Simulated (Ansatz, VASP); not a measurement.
## One calculation of Cd, two programs

```
CELL_PARAMETERS angstrom
2.93079 0.00000 0.00000
-1.46539 2.53814 0.00000
0.00000 0.00000 11.38713
ATOMIC_POSITIONS crystal
Cd 0.00000 0.00000 0.00000
Cd 0.00000 0.00000 0.50000
Cd 0.33333 0.66667 0.25000
Cd 0.66667 0.33333 0.75000
```

Alike in both runs: task relaxation of cell and atoms; functional PBEsol; k mesh 18 × 18 × 4; occupations gaussian, width 0.1 eV; no spin polarisation.

|  | VASP | Ansatz |
| --- | --- | --- |
| version | VASP 6.6.1 | Ansatz 0.2.0 |
| potentials or method | VASP PAW PBE potentials, release 64 (Cd), cutoff 600 eV | scalar-relativistic, plane waves, PAW |
| valence electrons in the cell | 48 | 80 |

Ansatz gave:

- gap on the k mesh at the Fermi level, each at its own relaxed structure (eV): none
- relaxed volume (Å³/atom): 21.13
- relaxed cell length with the largest relative difference (Å): 2.943

Question: What did VASP give for the same quantities?

Answer: gap on the k mesh at the Fermi level, each at its own relaxed structure (eV): none; relaxed volume (Å³/atom): 21.21; relaxed cell length with the largest relative difference (Å): 2.952.

VASP's potentials were made for PBE, not for PBEsol. A gap of «none» marks a metal or a gap that the smearing closes. VASP's potentials hold 48 valence electrons a cell and Ansatz's 80, so a difference there can come from the potentials and not from the codes.
